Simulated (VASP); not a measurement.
Write the native input for VASP 6.6.1 that does the following.

| Property | Result |
| --- | --- |
| Task | single point |
| Functional | r2SCAN |
| Potentials or basis | VASP PAW PBE potentials, release 64 (Si) |
| Cutoff | 520 eV |
| k mesh | 8 × 8 × 3 |
| Occupations | gaussian, width 0.05 eV |
| Spin | no spin polarisation |
| Dipole correction | no |
| Further INCAR settings | ALGO = Normal; EDIFF = 1e-07; NBANDS = 21 |

Si:

```xyz
6
Lattice="2.7221 -2.7221 0.0000 2.7221 0.0000 -2.7221 5.4442 5.4442 5.4442" Properties=species:S:1:pos:R:3 pbc="T T T"
Si    8.1663    2.7221    2.7221
Si    5.4442    0.0000    2.7221
Si    2.7221    0.0000    0.0000
Si    4.0832   -1.3611   -1.3611
Si    9.5274    1.3611    1.3611
Si    4.0832    1.3611    1.3611
```

One way to write it, as run:

POSCAR

```
Si
1.0
    2.7221053412     -2.7221053412      0.0000000000
    2.7221053412      0.0000000000     -2.7221053412
    5.4442106824      5.4442106824      5.4442106824
Si
6
Direct
    0.6666666667      0.6666666667      0.8333333333
    1.0000000000      0.0000000000      0.5000000000
    0.3333333333      0.3333333333      0.1666666667
    0.6666666667      0.6666666667      0.0833333333
    1.0000000000      1.0000000000      0.7500000000
    0.3333333333      0.3333333333      0.4166666667
```

INCAR.step1

```
SYSTEM = Si
PREC     = Accurate       ! precision mode
ENCUT    = 520            ! plane-wave cutoff, eV
ISMEAR   = 0              ! smearing method
SIGMA    = 0.05           ! smearing width, eV
LREAL    = .False.        ! projectors in reciprocal space
LASPH    = .True.         ! aspherical terms in the spheres
NELM     = 60             ! most SCF steps
NBANDS   = 21             ! bands
GGA      = PE             ! functional
ALGO     = Normal         ! electronic algorithm
EDIFF    = 1E-4           ! SCF threshold, eV
LWAVE    = .True.         ! write WAVECAR
LCHARG   = .False.        ! write CHGCAR
```

INCAR.step2

```
SYSTEM = Si
PREC     = Accurate       ! precision mode
ENCUT    = 520            ! plane-wave cutoff, eV
EDIFF    = 1E-7           ! SCF threshold, eV
ISMEAR   = 0              ! smearing method
SIGMA    = 0.05           ! smearing width, eV
LREAL    = .False.        ! projectors in reciprocal space
LASPH    = .True.         ! aspherical terms in the spheres
NELM     = 60             ! most SCF steps
ALGO     = Normal         ! electronic algorithm
ISIF     = 2              ! what is computed and relaxed
LWAVE    = .False.        ! write WAVECAR
LCHARG   = .True.         ! write CHGCAR
METAGGA  = R2SCAN         ! meta-GGA
LMIXTAU  = .True.       
LELF     = .True.         ! ELF
LVHAR    = .True.       
NBANDS   = 21             ! bands
ISTART   = 1
```

KPOINTS

```
Automatic mesh
0
Gamma
  8 8 3
  0 0 0
```

Potentials or basis: VASP PAW PBE potentials, release 64 (Si).

Run with:

```sh
$ cat potpaw_PBE.64/Si/POTCAR > POTCAR
$ cp INCAR.step1 INCAR
$ mpirun -np 1 vasp_std > vasp.out
$ cp INCAR.step2 INCAR
$ mpirun -np 1 vasp_std > vasp.out
```

It gave:

| Property | Result |
| --- | --- |
| Pressure | -0.2 GPa |
| Band gap on the k mesh | 0.90 eV |

Caveat: the PAW data sets were made with another functional, which shifts forces and pressure a little.

It took 2.5 min on 1 thread of Intel(R) Xeon(R) Platinum 8488C (Sapphire Rapids), with other jobs on the host, peak memory 0.25 GiB.
